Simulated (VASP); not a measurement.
A run of VASP 6.6.1:

File INCAR:

```
SYSTEM = Al4CN4
  PREC = Accurate
  ENCUT = 520
  EDIFF = 1E-6
  ISMEAR = 0
  SIGMA = 0.05
  LREAL = .FALSE.
  LASPH = .TRUE.
  NELM = 150
  ALGO = Normal
  ISIF = 2
  LWAVE = .FALSE.
  LCHARG = .FALSE.
  ISPIN = 2
  MAGMOM = 0 0 0 0 0 0 0 0 2
  LORBIT = 11
  LDIPOL = .TRUE.
  IDIPOL = 3
  DIPOL = 0.5 0.5 0.322
  GGA = PE
  NBANDS = 32
```

The input KPOINTS:

```
regular mesh
0
G
  9 6 1
  0 0 0
```

The input POSCAR:

```
Al4CN4
1.0
    3.1297683445      0.0000000000      0.0000000000
    0.0000000000      5.0173032419      0.0000000000
    0.0000000000      0.0000000000     19.0620320396
Al N C
4 4 1
Direct
    0.0000000000      0.9982714950      0.2098412169
    0.5000000000      0.4982714950      0.2572383830
    0.5000000000      0.9915197257      0.3577010219
    0.0000000000      0.4624332462      0.3868097530
    0.0000000000      0.6167285050      0.2098412169
    0.5000000000      0.1167285050      0.2572383830
    0.5000000000      0.6143669392      0.3564124135
    0.0000000000      0.1112303975      0.3967065014
    0.3333333333      0.6112303975      0.4637171689
```

Potentials or basis: VASP PAW PBE potentials, release 64 (Al, N, C).

Launch:

```sh
$ cat potpaw_PBE.64/Al/POTCAR potpaw_PBE.64/N/POTCAR potpaw_PBE.64/C/POTCAR > POTCAR
$ mpirun -np 1 vasp_std > vasp.out
```

Hardware: 1 thread of Oxide Virtual Turin-like Processor, on a shared host.

Estimate the wall time of this run.

Wall time 22 min on 1 thread of Oxide Virtual Turin-like Processor, on a shared host, peak memory 0.69 GiB. Counts: scf iterations 34, k points 28.
